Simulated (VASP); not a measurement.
The system is Hf.

```xyz
1
Lattice="2.9174 0.0000 0.0000 0.0000 2.9174 0.0000 0.0000 0.0000 2.9174" Properties=species:S:1:pos:R:3 pbc="T T T"
Hf    0.0000    0.0000    0.0000
```

Base run:

* Program: VASP 6.6.1
* Functional: HSE06
* Potentials or basis: VASP PAW PBE potentials, release 64 (Hf_pv)
* Cutoff: 520 eV
* k mesh: 6 × 6 × 6
* Occupations: fermi-dirac, width 0.1 eV
* Spin: no spin polarisation

Its results: band gap on the k mesh zero (band 5 reaches 4.63 eV, above the bottom of band 6 at 2.02 eV); pressure -0.9 GPa.

Task: The run is repeated on the same cell with these changes: functional from HSE06 to PBE; further incar settings from ALGO = Normal; EDIFF = 1e-07; NBANDS = 11 to ALGO = Normal; EDIFF = 1e-06; NBANDS = 11. What comes out?

Result: Band gap on the k mesh zero (band 5 reaches 4.53 eV, above the bottom of band 6 at 2.38 eV); pressure 0.1 GPa.

Caveats: spin-orbit coupling is left out, which moves the levels of the heavy elements; the PAW data sets were made with another functional, which shifts forces and pressure a little (some runs).
